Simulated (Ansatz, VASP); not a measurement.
**SiC in VASP and in Ansatz**

```xyz
4
Lattice="2.9724 0.0000 0.0000 -1.4862 2.5742 0.0000 0.0000 0.0000 4.8786" Properties=species:S:1:pos:R:3 pbc="T T T"
Si    0.0000    1.7161    0.0228
Si    1.4862    0.8581    2.4621
C     0.0000    1.7161    1.8554
C     1.4862    0.8581    4.2947
```

Alike in both runs: functional LDA; k mesh 12 × 12 × 6; occupations gaussian, width 0.05 eV; no spin polarisation.

Ansatz relaxed the structure, and its values are those at the end. VASP's run is a single point on that final structure, the one shown.

```csv
,VASP,Ansatz
version,VASP 6.6.1,Ansatz 0.2.0
potentials or method,"VASP PAW LDA potentials, release 64 (Si, C), cutoff 520 eV","scalar-relativistic, plane waves, PAW"
valence electrons in the cell,16,16
```

```tsv
	VASP	Ansatz	Ansatz less VASP
gap on the k mesh at the Fermi level (eV)	1.95	1.97	+0.017
least direct gap on the mesh (eV)	4.08	4.09	+0.016
pressure (GPa)	23.0	22.6	-0.38
```

Ansatz warns that its potentials were made for another functional, while VASP's fit it. LDA's correlation is that of Perdew and Zunger in VASP and of Perdew and Wang (1992) in Ansatz. Ansatz's warnings: stress scf threshold loose.
